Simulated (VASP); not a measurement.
# LiF (rock salt type) (R3m) in VASP: further runs, part 2 of 2

VASP 6.6.1.

### 3 Single point, HSE06

POSCAR reads:

```
LiF
1.0
    0.0000000000      2.0350000000      2.0350000000
    2.0350000000      0.0000000000      2.0350000000
    2.0350000000      2.0350000000      0.0000000000
Li F
1 1
Direct
    0.0085113062      0.0085113062      0.0085113062
    0.5000000000      0.5000000000      0.5000000000
```

INCAR.step1 reads:

```
SYSTEM = LiF
ALGO = Normal ; EDIFF = 1E-5
ENCUT = 520 ; GGA = PE
ISIF = 2 ; ISMEAR = -1
LASPH = .TRUE. ; LCHARG = .FALSE.
LREAL = .FALSE. ; LWAVE = .TRUE.
NBANDS = 12 ; NELM = 60
PREC = Accurate ; SIGMA = 0.05
```

INCAR.step2 reads:

```
SYSTEM = LiF
ALGO = Normal ; EDIFF = 1E-6
ENCUT = 520 ; GGA = PE
HFSCREEN = 0.2079 ; ISIF = 2
ISMEAR = -1 ; ISTART = 1
LASPH = .TRUE. ; LCHARG = .FALSE.
LHFCALC = .TRUE. ; LREAL = .FALSE.
LWAVE = .FALSE. ; NBANDS = 12
NELM = 60 ; PREC = Accurate
PRECFOCK = Normal ; SIGMA = 0.05
```

KPOINTS reads:

```
k-points
0
G
  4 4 4
  0 0 0
```

Potentials or basis: VASP PAW PBE potentials, release 64 (Li_sv, F).

Launch:

```bash
$ cat potpaw_PBE.64/Li_sv/POTCAR potpaw_PBE.64/F/POTCAR > POTCAR
$ cp INCAR.step1 INCAR
$ mpirun -np 1 vasp_std > vasp.out
$ cp INCAR.step2 INCAR
$ mpirun -np 1 vasp_std > vasp.out
```

OUTCAR:

```text
SYSTEM = LiF
   EDIFF = 1E-6
   ENCUT = 520
   GGA = PE
   HFSCREEN = 0.2079
   ISIF = 2
   ISMEAR = -1
   ISTART = 1
   LASPH = .TRUE.
   LHFCALC = .TRUE.
   LREAL = .FALSE.
   NELM = 60
   PREC = Accurate
   PRECFOCK = Normal

 ion  position               nearest neighbor table
   1  0.009  0.009  0.009-   2 2.00   2 2.00   2 2.00   2 2.07   2 2.07   2 2.07
   2  0.500  0.500  0.500-   1 2.00   1 2.00   1 2.00   1 2.07   1 2.07   1 2.07

  LATTYP: Found a face centered cubic cell.
 ALAT       =     4.0700000000

  Lattice vectors:

 A1 = (   0.0000000000,   2.0350000000,   2.0350000000)
 A2 = (   2.0350000000,   0.0000000000,   2.0350000000)
 A3 = (   2.0350000000,   2.0350000000,   0.0000000000)

Analysis of symmetry for initial positions (statically):
=====================================================================
 Subroutine PRICEL returns:
 Original cell was already a primitive cell.

 Routine SETGRP: Setting up the symmetry group for a
 face centered cubic supercell.

 Subroutine GETGRP returns: Found  6 space group operations
 (whereof  6 operations were pure point group operations)
 out of a pool of 48 trial point group operations.

The static configuration has the point symmetry C_3v.

Analysis of symmetry for dynamics (positions and initial velocities):
=====================================================================
 Subroutine PRICEL returns:
 Original cell was already a primitive cell.

 Routine SETGRP: Setting up the symmetry group for a
 face centered cubic supercell.

 Subroutine GETGRP returns: Found  6 space group operations
 (whereof  6 operations were pure point group operations)
 out of a pool of 48 trial point group operations.

The dynamic configuration has the point symmetry C_3v.

 Subroutine INISYM returns: Found  6 space group operations
 (whereof  6 operations are pure point group operations),
 and found     1 'primitive' translations

----------------------------------------------------------------------------------------

                                     Primitive cell

  volume of cell :      16.8548

  direct lattice vectors                    reciprocal lattice vectors
     0.000000000  2.035000000  2.035000000    -0.245700246  0.245700246  0.245700246
     2.035000000  0.000000000  2.035000000     0.245700246 -0.245700246  0.245700246
     2.035000000  2.035000000  0.000000000     0.245700246  0.245700246 -0.245700246

  length of vectors
     2.877924599  2.877924599  2.877924599     0.425565309  0.425565309  0.425565309

  position of ions in fractional coordinates (direct lattice)
     0.008511306  0.008511306  0.008511306
     0.500000000  0.500000000  0.500000000

  ion indices of the primitive-cell ions
   primitive index   ion index
                 1           1
                 2           2

----------------------------------------------------------------------------------------

 KPOINTS: k-points

Automatic generation of k-mesh.
 Grid dimensions read from file:
 generate k-points for:    4    4    4
[... 36 lines left out ...]
   total plane-waves  NPLWV =  13824
   dimension x,y,z NGX =    24 NGY =   24 NGZ =   24
   dimension x,y,z NGXF=    48 NGYF=   48 NGZF=   48
   ions per type =               1   1
   NGX,Y,Z   is equivalent  to a cutoff of  13.86, 13.86, 13.86 a.u.
   NGXF,Y,Z  is equivalent  to a cutoff of  27.73, 27.73, 27.73 a.u.
 SYSTEM =  LiF
   PREC   = accura    normal or accurate (medium, high low for compatibility)
   ISTART =      1    job   : 0-new  1-cont  2-samecut
   ICHARG =      0    charge: 1-file 2-atom 10-const
   ISPIN  =      1    spin polarized calculation?
   LNONCOLLINEAR =      F non collinear calculations
   LSORBIT =      F    spin-orbit coupling
   LASPH  =      T    aspherical Exc in radial PAW
   ENCUT  =  520.0 eV  38.22 Ry    6.18 a.u.   5.35  5.35  5.35*2*pi/ulx,y,z
   NELM   =     60;   NELMIN=  2; NELMDL=  0     # of ELM steps
   EDIFF  = 0.1E-05   stopping-criterion for ELM
   LREAL  =      F    real-space projection
   EDIFFG = 0.1E-04   stopping-criterion for IOM
   NSW    =      0    number of steps for IOM
   IBRION =     -1    ionic relax: 0-MD 1-quasi-New 2-CG
   NFREE  =      0    steps in history (QN), initial steepest desc. (CG)
   ISIF   =      2    stress and relaxation
   ISYM   =      3    0-nonsym 1-usesym 2-fastsym
   POTIM  = 0.5000    time-step for ionic-motion
   TEBEG  =    0.0;   TEEND  =   0.0 temperature during run
   PSTRESS=    0.0 pullay stress
   NELECT =      10.0000    total number of electrons
   NUPDOWN=      -1.0000    fix difference up-down
   EMIN   =  10.00;   EMAX   =-10.00  energy-range for DOS
   EFERMI =   0.00;   METHOD = LEGACY
   ISMEAR =    -1;   SIGMA  =   0.05  broadening in eV -4-tet -1-fermi 0-gaus
   EFERMI_NEDOS =   21; number of points for ismear=-14 and -15
   IALGO  =     38    algorithm
   IMIX   =      1    mixing-type and parameters
     AMIX     =   0.40;   BMIX     =  1.00
     AMIX_MAG =   1.60;   BMIX_MAG =  1.00
  volume/ion in A,a.u.               =       8.43        56.87
  Fermi-wavevector in a.u.,A,eV,Ry     =   1.375626  2.599556 25.746948  1.892347
  Thomas-Fermi vector in A             =   2.500945
   LORBIT       =      0    0 simple, 1 ext, 2 COOP (PROOUT), +10 PAW based schemes
   GGA     = PE    functional components
   LHFCALC =     T    Hartree Fock is set to
   PRECFOCK=normal    Normal, Fast or Accurate (Low or Medium for compatibility)
   ENCUT4O =  -1.0   cutoff for four orbital integrals eV
   NKREDX  =     1    reduce k-point grid by
   NKREDY  =     1    reduce k-point grid by
   NKREDZ  =     1    reduce k-point grid by
   AEXX    =    0.2500 exact exchange contribution
   HFSCREEN=    0.2079 screening length (either q_TF or 0.3 A-1)
   HFSCREENC=   0.2079 screening length for correlation (either q_TF or 0.3 A-1)
   ENCUTFOCK=  -1.0 apply spherical cutoff to Coloumb kernel
   IVDW    =     0    specifies the selected vdW correction
   LEPSILON=     F    determine dielectric tensor
   LRPA    =     F    only Hartree local field effects (RPA)
 non-spin polarized calculation
  energy-cutoff  :      520.00
  volume of cell :       16.85
 maximum number of plane-waves:       465
 NGX is ok and might be reduce to    24
  NGX = 18; NGY = 18; NGZ = 18

 number of electron       9.9999992 magnetization

 Free energy of the ion-electron system (eV)
  ---------------------------------------------------
  ext. energy  EPLUGINS =         0.00000000
  ---------------------------------------------------
  free energy    TOTEN  =       -11.38007368 eV

  energy without entropy =      -11.38007368  energy(sigma->0) =      -11.38007368

 E-fermi :  -1.7171     XC(G=0):  -8.0455

 val. band max:       -2.9054433657   @ k =   0.0000   0.0000   0.0000
 cond. band min:       8.1852644178   @ k =   0.0000   0.0000   0.0000
 fundamental gap:     11.0907077835
 Fermi energy:        -1.7170925973

 k-point     1 :       0.0000    0.0000    0.0000
  band No.  band energies     occupation
      1     -45.9583      2.00000
      2     -24.3959      2.00000
      3      -2.9124      2.00000
      4      -2.9124      2.00000
      5      -2.9054      2.00000
      6       8.1853      0.00000
      7      22.9869      0.00000
      8      23.1674      0.00000
      9      23.1674      0.00000
     10      23.7075      0.00000
     11      23.7075      0.00000
     12      23.9142      0.00000
[... 166 lines left out ...]
 k-point    13 :      -0.2500    0.5000    0.2500
  band No.  band energies     occupation
      1     -45.8911      2.00000
      2     -23.7407      2.00000
      3      -4.9686      2.00000
      4      -4.9681      2.00000
      5      -3.7274      2.00000
      6      14.3690      0.00000
      7      14.3800      0.00000
      8      16.7097      0.00000
      9      18.6199      0.00000
     10      26.6820      0.00000
     11      26.6996      0.00000
     12      33.2666      0.00000

------------------------ aborting loop because EDIFF is reached ----------------------------------------

  FORCE on cell =-STRESS in cart. coord.  units (eV):
  Direction    XX          YY          ZZ          XY          YZ          ZX
  --------------------------------------------------------------------------------------
  -------------------------------------------------------------------------------------
  Total       -0.3156616     -0.3156616     -0.3156616     -0.0007227     -0.0007227     -0.0007227
  in kB      -30.0060646    -30.0060646    -30.0060646     -0.0686945     -0.0686945     -0.0686945
  external PRESSURE =     -30.0060646 kB  Pullay stress =       0.0000000 kB

 VOLUME and BASIS-vectors are now :
 -----------------------------------------------------------------------------
  energy-cutoff  :      520.00
  volume of cell :       16.85
      direct lattice vectors                 reciprocal lattice vectors
     0.000000000  2.035000000  2.035000000    -0.245700246  0.245700246  0.245700246
     2.035000000  0.000000000  2.035000000     0.245700246 -0.245700246  0.245700246
     2.035000000  2.035000000  0.000000000     0.245700246  0.245700246 -0.245700246

 POSITION                                       TOTAL-FORCE (eV/Angst)
 -----------------------------------------------------------------------------------
      0.03464      0.03464      0.03464        -0.043063     -0.043063     -0.043063
      2.03500      2.03500      2.03500         0.043063      0.043063      0.043063
 -----------------------------------------------------------------------------------
    total drift:                                0.000019      0.000018      0.000018

  FREE ENERGIE OF THE ION-ELECTRON SYSTEM (eV)
  ---------------------------------------------------
  free  energy   TOTEN  =       -11.3800736775 eV

  energy  without entropy=      -11.3800736775  energy(sigma->0) =      -11.38007368
```

Run time: 99 s. Hardware: 1 thread of Intel Xeon Platinum 8259CL at 2.50GHz (Skylake/Cascade Lake), shared host; peak memory 0.23 GiB.

What came out:

```yaml
Free_energy: -11.3801 eV
Largest_force: 0.075 eV/Å
Band_gap_on_the_k_mesh: 11.09 eV, direct
```

Forces on the atoms (eV/Å):
```
Li  -0.043 -0.043 -0.043
F    0.043  0.043  0.043
```

Caveat: the k points lie up to 0.67 Å⁻¹ apart; the cutoff is under 1.25 times the usual one of these potentials, so pressure, stress and relaxed cells hold a basis-set (Pulay) error; the PAW data sets were made with another functional, which shifts forces and pressure a little.
